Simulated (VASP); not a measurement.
# MoS (F-43m) in VASP: further runs

The runs below take MoS through single point, with r2SCAN+U.

Program: VASP 6.6.1. These are calculated values, not measurements. Logs are shortened: lines on timing, memory, paths and dates and some standing lists are left out, and cuts for length are marked.

### 1 The cell of the first run

The structure is cubic, space group F-43m (No. 216). Conventional cell: a = 5.945 Å, b = 5.945 Å, c = 5.945 Å, α = 90.00°, β = 90.00°, γ = 90.00°. Mo (site symmetry -43m) has 4 S at 2.57 Å within 3.4 Å. S (site symmetry -43m) has 4 Mo at 2.57 Å within 3.4 Å.

### 2 Single point, r2SCAN+U, collinear spin

The input, POSCAR:

```
MoS
1.0
    0.0000000000      2.9723796260      2.9723796260
    2.9723796260      0.0000000000      2.9723796260
    2.9723796260      2.9723796260      0.0000000000
Mo S
1 1
Direct
    0.0000000000      0.0000000000      0.0000000000
    0.2500000000      0.2500000000      0.2500000000
```

The input, INCAR.step1:

```
SYSTEM = MoS
  ALGO = Normal
  EDIFF = 1E-4
  ENCUT = 520
  GGA = PE
  ISMEAR = 0
  ISPIN = 2
  LASPH = .True.
  LCHARG = .False.
  LDAU = .True.
  LDAUJ = 0 0
  LDAUL = 2 -1
  LDAUTYPE = 2
  LDAUU = 4.38 0
  LMAXMIX = 4
  LREAL = .False.
  LWAVE = .True.
  MAGMOM = 2 0
  NBANDS = 21
  NELM = 150
  PREC = Accurate
  SIGMA = 0.1
```

The input, INCAR.step2:

```
SYSTEM = MoS
  ALGO = Normal
  EDIFF = 1E-6
  ENCUT = 520
  ISIF = 2
  ISMEAR = 0
  ISPIN = 2
  ISTART = 1
  LASPH = .True.
  LCHARG = .True.
  LDAU = .True.
  LDAUJ = 0 0
  LDAUL = 2 -1
  LDAUPRINT = 1
  LDAUTYPE = 2
  LDAUU = 4.38 0
  LELF = .True.
  LMAXMIX = 4
  LMIXTAU = .True.
  LORBIT = 11
  LREAL = .False.
  LVHAR = .True.
  LWAVE = .False.
  MAGMOM = 2 0
  METAGGA = R2SCAN
  NBANDS = 21
  NELM = 150
  PREC = Accurate
  SIGMA = 0.1
```

The input, KPOINTS:

```
k-points
0
Gamma
  12 12 12
  0 0 0
```

Potentials or basis: VASP PAW PBE potentials, release 64 (Mo_sv, S).

Started as:

```sh
$ cat potpaw_PBE.64/Mo_sv/POTCAR potpaw_PBE.64/S/POTCAR > POTCAR
$ cp INCAR.step1 INCAR
$ mpirun -np 1 vasp_std > vasp.out
$ cp INCAR.step2 INCAR
$ mpirun -np 1 vasp_std > vasp.out
```

OUTCAR:

```text
SYSTEM = MoS
   EDIFF = 1E-6
   ENCUT = 520
   ISIF = 2
   ISMEAR = 0
   ISPIN = 2
   ISTART = 1
   LASPH = .True.
   LORBIT = 11
   LREAL = .False.
   METAGGA = R2SCAN
   NELM = 150
   PREC = Accurate

 ion  position               nearest neighbor table
   1  0.000  0.000  0.000-   2 2.57   2 2.57   2 2.57   2 2.57
   2  0.250  0.250  0.250-   1 2.57   1 2.57   1 2.57   1 2.57

  LATTYP: Found a face centered cubic cell.
 ALAT       =     5.9447592520

  Lattice vectors:

 A1 = (   0.0000000000,   2.9723796260,   2.9723796260)
 A2 = (   2.9723796260,   0.0000000000,   2.9723796260)
 A3 = (   2.9723796260,   2.9723796260,   0.0000000000)

Analysis of symmetry for initial positions (statically):
=====================================================================
 Subroutine PRICEL returns:
 Original cell was already a primitive cell.

 Routine SETGRP: Setting up the symmetry group for a
 face centered cubic supercell.

 Subroutine GETGRP returns: Found 24 space group operations
 (whereof 24 operations were pure point group operations)
 out of a pool of 48 trial point group operations.

The static configuration has the point symmetry T_d .

Analysis of symmetry for dynamics (positions and initial velocities):
=====================================================================
 Subroutine PRICEL returns:
 Original cell was already a primitive cell.

 Routine SETGRP: Setting up the symmetry group for a
 face centered cubic supercell.

 Subroutine GETGRP returns: Found 24 space group operations
 (whereof 24 operations were pure point group operations)
 out of a pool of 48 trial point group operations.

The dynamic configuration has the point symmetry T_d .

Analysis of structural, dynamic, and magnetic symmetry:
=====================================================================
 Subroutine PRICEL returns:
 Original cell was already a primitive cell.

 Routine SETGRP: Setting up the symmetry group for a
 face centered cubic supercell.

 Subroutine GETGRP returns: Found 24 space group operations
 (whereof 24 operations were pure point group operations)
 out of a pool of 48 trial point group operations.

The overall configuration has the point symmetry T_d .

 Subroutine INISYM returns: Found 24 space group operations
 (whereof 24 operations are pure point group operations),
 and found     1 'primitive' translations

----------------------------------------------------------------------------------------

                                     Primitive cell

  volume of cell :      52.5222

  direct lattice vectors                    reciprocal lattice vectors
     0.000000000  2.972379626  2.972379626    -0.168215391  0.168215391  0.168215391
     2.972379626  0.000000000  2.972379626     0.168215391 -0.168215391  0.168215391
     2.972379626  2.972379626  0.000000000     0.168215391  0.168215391 -0.168215391

  length of vectors
     4.203579580  4.203579580  4.203579580     0.291357603  0.291357603  0.291357603

  position of ions in fractional coordinates (direct lattice)
     0.000000000  0.000000000  0.000000000
     0.250000000  0.250000000  0.250000000

  ion indices of the primitive-cell ions
   primitive index   ion index
                 1           1
                 2           2

----------------------------------------------------------------------------------------

 KPOINTS: k-points

Automatic generation of k-mesh.
 Grid dimensions read from file:
 generate k-points for:   12   12   12

 Generating k-lattice:

[... 61 lines left out ...]
   EDIFF  = 0.1E-05   stopping-criterion for ELM
   LREAL  =      F    real-space projection
   EDIFFG = 0.1E-04   stopping-criterion for IOM
   NSW    =      0    number of steps for IOM
   IBRION =     -1    ionic relax: 0-MD 1-quasi-New 2-CG
   NFREE  =      0    steps in history (QN), initial steepest desc. (CG)
   ISIF   =      2    stress and relaxation
   ISYM   =      2    0-nonsym 1-usesym 2-fastsym
   POTIM  = 0.5000    time-step for ionic-motion
   TEBEG  =    0.0;   TEEND  =   0.0 temperature during run
   PSTRESS=    0.0 pullay stress
   NELECT =      20.0000    total number of electrons
   NUPDOWN=      -1.0000    fix difference up-down
   EMIN   =  10.00;   EMAX   =-10.00  energy-range for DOS
   EFERMI =   0.00;   METHOD = LEGACY
   ISMEAR =     0;   SIGMA  =   0.10  broadening in eV -4-tet -1-fermi 0-gaus
   EFERMI_NEDOS =   21; number of points for ismear=-14 and -15
   IALGO  =     38    algorithm
   IMIX   =      4    mixing-type and parameters
     AMIX     =   0.40;   BMIX     =  1.00
     AMIX_MAG =   1.60;   BMIX_MAG =  1.00
  volume/ion in A,a.u.               =      26.26       177.22
  Fermi-wavevector in a.u.,A,eV,Ry     =   1.186599  2.242347 19.157229  1.408017
  Thomas-Fermi vector in A             =   2.322768
   LORBIT       =     11    0 simple, 1 ext, 2 COOP (PROOUT), +10 PAW based schemes
 LDA+U is selected, type is set to LDAUTYPE =  2
   angular momentum for each species LDAUL =     2   -1
   U (eV)           for each species LDAUU =   4.4  0.0
   J (eV)           for each species LDAUJ =   0.0  0.0
   METAGGA = R2SCAN    functional components
   LHFCALC =     F    Hartree Fock is set to
   AEXX    =    0.0000 exact exchange contribution
   IVDW    =     0    specifies the selected vdW correction
   LEPSILON=     F    determine dielectric tensor
   LRPA    =     F    only Hartree local field effects (RPA)
 spin polarized calculation
 Gauss-broadening in eV      SIGMA  =   0.10
  energy-cutoff  :      520.00
  volume of cell :       52.52
 maximum number of plane-waves:      1428
   NGX = 15   NGY = 15   NGZ = 15

atom =   1  type =  1  l = 2

 onsite density matrix

spin component  1

  0.6914 -0.0000  0.0000  0.0000  0.0000
 -0.0000  0.6914  0.0000 -0.0000 -0.0000
  0.0000  0.0000  0.8304  0.0000 -0.0000
  0.0000 -0.0000  0.0000  0.6914  0.0000
  0.0000 -0.0000 -0.0000  0.0000  0.8304

spin component  2

  0.0575  0.0000 -0.0000  0.0000 -0.0000
  0.0000  0.0575  0.0000  0.0000 -0.0000
 -0.0000  0.0000  0.0154 -0.0000 -0.0000
  0.0000  0.0000 -0.0000  0.0575  0.0000
 -0.0000 -0.0000 -0.0000  0.0000  0.0154

 occupancies and eigenvectors

  o =  0.0154  v =  0.0000  0.0000  0.0000  0.0000  0.0000 -0.0000 -0.0000 -0.5624  0.0000 -0.8269      0.0000  0.0000  0.0000  0.0000  0.0000  0.0000  0.0000  0.0000  0.0000  0.0000
  o =  0.0154  v =  0.0000  0.0000  0.0000  0.0000  0.0000 -0.0000  0.0000 -0.8269 -0.0000  0.5624      0.0000  0.0000  0.0000  0.0000  0.0000  0.0000  0.0000  0.0000  0.0000  0.0000
  o =  0.0575  v =  0.0000  0.0000  0.0000  0.0000  0.0000 -0.0005 -0.0062 -0.0000  1.0000 -0.0000      0.0000  0.0000  0.0000  0.0000  0.0000  0.0000  0.0000  0.0000  0.0000  0.0000
  o =  0.0575  v =  0.0000  0.0000  0.0000  0.0000  0.0000 -0.0239  0.9997 -0.0000  0.0062 -0.0000      0.0000  0.0000  0.0000  0.0000  0.0000  0.0000  0.0000  0.0000  0.0000  0.0000
  o =  0.0575  v =  0.0000  0.0000  0.0000  0.0000  0.0000 -0.9997 -0.0239  0.0000 -0.0007  0.0000      0.0000  0.0000  0.0000  0.0000  0.0000  0.0000  0.0000  0.0000  0.0000  0.0000
  o =  0.6914  v =  0.0000 -0.9988  0.0000  0.0490  0.0000  0.0000  0.0000  0.0000  0.0000  0.0000      0.0000  0.0000  0.0000  0.0000  0.0000  0.0000  0.0000  0.0000  0.0000  0.0000
  o =  0.6914  v =  1.0000  0.0000  0.0000  0.0000  0.0000  0.0000  0.0000  0.0000  0.0000  0.0000      0.0000  0.0000  0.0000  0.0000  0.0000  0.0000  0.0000  0.0000  0.0000  0.0000
  o =  0.6914  v =  0.0000  0.0490  0.0000  0.9988 -0.0000  0.0000  0.0000  0.0000  0.0000  0.0000      0.0000  0.0000  0.0000  0.0000  0.0000  0.0000  0.0000  0.0000  0.0000  0.0000
  o =  0.8304  v =  0.0000 -0.0000  0.2264 -0.0000 -0.9740  0.0000  0.0000  0.0000  0.0000  0.0000      0.0000  0.0000  0.0000  0.0000  0.0000  0.0000  0.0000  0.0000  0.0000  0.0000
  o =  0.8304  v =  0.0000  0.0000  0.9740 -0.0000  0.2264  0.0000  0.0000  0.0000  0.0000  0.0000      0.0000  0.0000  0.0000  0.0000  0.0000  0.0000  0.0000  0.0000  0.0000  0.0000

 number of electron      20.0000002 magnetization       4.0000001

 Free energy of the ion-electron system (eV)
  ---------------------------------------------------
  ext. energy  EPLUGINS =         0.00000000
  ---------------------------------------------------
  free energy    TOTEN  =       -30.44265542 eV

  energy without entropy =      -30.43772765  energy(sigma->0) =      -30.44019153

 E-fermi :   5.0040     XC(G=0):  -9.6328

 val. band max:        4.9987345459   @ k =   0.2500   0.0833   0.0000
 cond. band min:       5.0326861122   @ k =   0.5000   0.1667   0.0000
 fundamental gap:      0.0339515663
 Fermi energy:         5.0039822284

 spin component 1

 k-point     1 :       0.0000    0.0000    0.0000
  band No.  band energies     occupation
      1     -58.9238      1.00000
      2     -32.5127      1.00000
      3     -32.5127      1.00000
      4     -32.5127      1.00000
      5      -9.3337      1.00000
      6      -0.4241      1.00000
[... 1145 lines left out ...]
     20      17.8248      0.00000
     21      20.4412      0.00000

 [... further k-points ...]

------------------------ aborting loop because EDIFF is reached ----------------------------------------

  FORCE on cell =-STRESS in cart. coord.  units (eV):
  Direction    XX          YY          ZZ          XY          YZ          ZX
  --------------------------------------------------------------------------------------
  -------------------------------------------------------------------------------------
  Total       -0.2857480     -0.2857480     -0.2857480     -0.0000000     -0.0000000      0.0000000
  in kB       -8.7166758     -8.7166758     -8.7166758     -0.0000000     -0.0000000      0.0000000
  external PRESSURE =      -8.7166758 kB  Pullay stress =       0.0000000 kB

 VOLUME and BASIS-vectors are now :
 -----------------------------------------------------------------------------
  energy-cutoff  :      520.00
  volume of cell :       52.52
      direct lattice vectors                 reciprocal lattice vectors
     0.000000000  2.972379626  2.972379626    -0.168215391  0.168215391  0.168215391
     2.972379626  0.000000000  2.972379626     0.168215391 -0.168215391  0.168215391
     2.972379626  2.972379626  0.000000000     0.168215391  0.168215391 -0.168215391

 POSITION                                       TOTAL-FORCE (eV/Angst)
 -----------------------------------------------------------------------------------
      0.00000      0.00000      0.00000        -0.000000     -0.000000     -0.000000
      1.48619      1.48619      1.48619         0.000000      0.000000      0.000000
 -----------------------------------------------------------------------------------
    total drift:                               -0.000000     -0.000000     -0.000000

  FREE ENERGIE OF THE ION-ELECTRON SYSTEM (eV)
  ---------------------------------------------------
  free  energy   TOTEN  =       -30.4426554156 eV

  energy  without entropy=      -30.4377276537  energy(sigma->0) =      -30.44019153

 total charge

# of ion       s       p       d       tot
------------------------------------------
    1        2.197   6.074   3.902  12.173
    2        1.315   2.411   0.000   3.726
--------------------------------------------------
tot          3.512   8.485   3.902  15.899

 magnetization (x)

# of ion       s       p       d       tot
------------------------------------------
    1        0.065   0.044   3.506   3.614
    2       -0.003  -0.204   0.000  -0.207
--------------------------------------------------
tot          0.062  -0.161   3.506   3.406
```

It took 6.9 min on 1 thread of Intel Xeon 8259CL, shared host; peak memory 0.3 GiB.

Results:

```yaml
Free_energy: -30.4427 eV
Pressure: -0.9 GPa
Band_gap_on_the_k_mesh: zero (filled and empty bands overlap)
Net_moment: 4.00 μB per cell
Site_moments: Mo +3.61; S -0.21 μB
Valence_electrons_inside_the_program's_atomic_spheres: Mo 12.17; S 3.73
```

Eigenvalues of the final occupation matrices:
| site | spin | trace | eigenvalues |
| --- | --- | --- | --- |
| site 1 d | 1 | 3.74 | 0.69 0.69 0.69 0.83 0.83 |
| site 1 d | 2 | 0.20 | 0.02 0.02 0.06 0.06 0.06 |

Caveat: the PAW data sets were made with another functional, which shifts forces and pressure a little.

### 3 Single point, r2SCAN+U, collinear spin

POSCAR is that of step 2.

The input, INCAR.step1:

```
PREC = Accurate ; ENCUT = 520
ISMEAR = 0 ; SIGMA = 0.1
LREAL = F ; LASPH = T
NELM = 150 ; ISPIN = 2
MAGMOM = 3.5 0 ; LMAXMIX = 4
LDAU = T ; LDAUTYPE = 2
LDAUL = 2 -1 ; LDAUU = 4.38 0
LDAUJ = 0 0 ; NBANDS = 21
GGA = PE ; ALGO = Normal
EDIFF = 1E-4 ; LWAVE = T
LCHARG = F
```

The input, INCAR.step2:

```
PREC = Accurate ; ENCUT = 520
EDIFF = 1E-6 ; ISMEAR = 0
SIGMA = 0.1 ; LREAL = F
LASPH = T ; NELM = 150
ALGO = Normal ; ISIF = 2
LWAVE = F ; LCHARG = T
ISPIN = 2 ; MAGMOM = 3.5 0
LORBIT = 11 ; LMAXMIX = 4
LDAU = T ; LDAUTYPE = 2
LDAUL = 2 -1 ; LDAUU = 4.38 0
LDAUJ = 0 0 ; LDAUPRINT = 1
METAGGA = R2SCAN ; LMIXTAU = T
LELF = T ; LVHAR = T
NBANDS = 21 ; ISTART = 1
```

The input, KPOINTS:

```
Automatic mesh
0
Gamma
  12 12 12
```

Potentials or basis: VASP PAW PBE potentials, release 64 (Mo_sv, S).

Started as:

```sh
$ cat potpaw_PBE.64/Mo_sv/POTCAR potpaw_PBE.64/S/POTCAR > POTCAR
$ cp INCAR.step1 INCAR
$ mpirun -np 1 vasp_std > vasp.out
$ cp INCAR.step2 INCAR
$ mpirun -np 1 vasp_std > vasp.out
```

Wall time 6.6 min (1 thread of Intel Xeon 8259CL, shared host); peak memory 0.29 GiB.

The run converged. Its results:

| Item | Value |
| --- | --- |
| Free energy | -30.4427 eV |
| Pressure | -0.9 GPa |
| Band gap on the k mesh | zero (filled and empty bands overlap) |
| Net moment | 4.00 μB per cell |
| Site moments | Mo +3.61; S -0.21 μB |
| Valence electrons inside the program's atomic spheres | Mo 12.17; S 3.73 |

Levels at points of the mesh, in eV from the Fermi level:
Spin up:
```
           k point  band 8  band 9  band 10  band 11  band 12  band 13  band 14  band 15  band 16  band 17
(0.00, 0.00, 0.00)   -5.43   -3.08    -3.08     0.24     1.75     1.75     1.75     6.66     6.66     6.66
(0.50, 0.00, 0.00)   -5.15   -2.73    -2.73    -1.91     0.33     0.33     2.93     6.24     7.42     7.42
(0.50, 0.50, 0.00)   -4.35   -2.62    -2.60    -2.14    -1.06    -1.06     4.09     5.68     7.95    10.16
```
Spin down:
```csv
k point,band 5,band 6,band 7,band 8,band 9,band 10,band 11,band 12
"(0.00, 0.00, 0.00)",-14.46,-3.93,-3.93,-3.93,1.65,3.26,3.26,5.67
"(0.50, 0.00, 0.00)",-14.04,-5.07,-3.79,-3.79,2.88,3.48,3.48,4.38
"(0.50, 0.50, 0.00)",-13.90,-5.15,-3.76,-3.76,1.08,2.78,4.03,4.03
```

Eigenvalues of the final occupation matrices:
| site | spin | trace | eigenvalues |
| --- | --- | --- | --- |
| site 1 d | 1 | 3.74 | 0.69 0.69 0.69 0.83 0.83 |
| site 1 d | 2 | 0.20 | 0.02 0.02 0.06 0.06 0.06 |

Caveat: the PAW data sets were made with another functional, which shifts forces and pressure a little.

### 4 Single point, r2SCAN+U, collinear spin

POSCAR is that of step 3.

The input, INCAR.step1:

```
SYSTEM = MoS
  ALGO = Normal
  EDIFF = 1E-4
  ENCUT = 520
  GGA = PE
  ISMEAR = 0
  ISPIN = 2
  LASPH = .True.
  LCHARG = .False.
  LDAU = .True.
  LDAUJ = 0 0
  LDAUL = 2 -1
  LDAUTYPE = 2
  LDAUU = 4.38 0
  LMAXMIX = 4
  LREAL = .False.
  LWAVE = .True.
  MAGMOM = 0.5 0
  NBANDS = 21
  NELM = 150
  PREC = Accurate
  SIGMA = 0.1
```

The input, INCAR.step2:

```
SYSTEM = MoS
  ALGO = Normal
  EDIFF = 1E-7
  ENCUT = 520
  ISIF = 2
  ISMEAR = 0
  ISPIN = 2
  ISTART = 1
  LASPH = .True.
  LCHARG = .False.
  LDAU = .True.
  LDAUJ = 0 0
  LDAUL = 2 -1
  LDAUPRINT = 1
  LDAUTYPE = 2
  LDAUU = 4.38 0
  LMAXMIX = 4
  LMIXTAU = .True.
  LORBIT = 11
  LREAL = .False.
  LWAVE = .False.
  MAGMOM = 0.5 0
  METAGGA = R2SCAN
  NBANDS = 21
  NELM = 150
  PREC = Accurate
  SIGMA = 0.1
```

The input, KPOINTS:

```
k-points
0
Gamma
  12 12 12
  0 0 0
```

Started as:

```sh
$ cat potpaw_PBE.64/Mo_sv/POTCAR potpaw_PBE.64/S/POTCAR > POTCAR
$ cp INCAR.step1 INCAR
$ mpirun -np 1 vasp_std > vasp.out
$ cp INCAR.step2 INCAR
$ mpirun -np 1 vasp_std > vasp.out
```

Run time: 9.1 min. Hardware: 1 thread of Intel Xeon 8259CL, shared host; peak memory 0.3 GiB.

It converged, with:

```
Free energy                                           : -30.4427 eV
Pressure                                              : -0.9 GPa
Band gap on the k mesh                                : zero (filled and empty bands overlap)
Net moment                                            : 4.00 μB per cell
Site moments                                          : Mo +3.61; S -0.21 μB
Valence electrons inside the program's atomic spheres : Mo 12.17; S 3.73
```

Levels at points of the mesh, in eV from the Fermi level:
Spin up:
```csv
k point,band 9,band 10,band 11,band 12,band 13,band 14,band 15,band 16
"(0.00, 0.00, 0.00)",-3.08,-3.08,0.24,1.75,1.75,1.75,6.66,6.66
"(0.50, 0.00, 0.00)",-2.73,-2.73,-1.91,0.33,0.33,2.93,6.24,7.42
"(0.50, 0.50, 0.00)",-2.62,-2.60,-2.14,-1.06,-1.06,4.09,5.68,7.95
```
Spin down:
```
           k point  band 5  band 6  band 7  band 8  band 9  band 10  band 11  band 12
(0.00, 0.00, 0.00)  -14.46   -3.93   -3.93   -3.93    1.65     3.26     3.26     5.67
(0.50, 0.00, 0.00)  -14.04   -5.07   -3.79   -3.79    2.88     3.48     3.48     4.38
(0.50, 0.50, 0.00)  -13.90   -5.15   -3.76   -3.76    1.08     2.78     4.03     4.03
```

Eigenvalues of the final occupation matrices:
```tsv
site	spin	trace	eigenvalues
site 1 d	1	3.74	0.69 0.69 0.69 0.83 0.83
site 1 d	2	0.20	0.02 0.02 0.06 0.06 0.06
```

Caveat: the PAW data sets were made with another functional, which shifts forces and pressure a little.
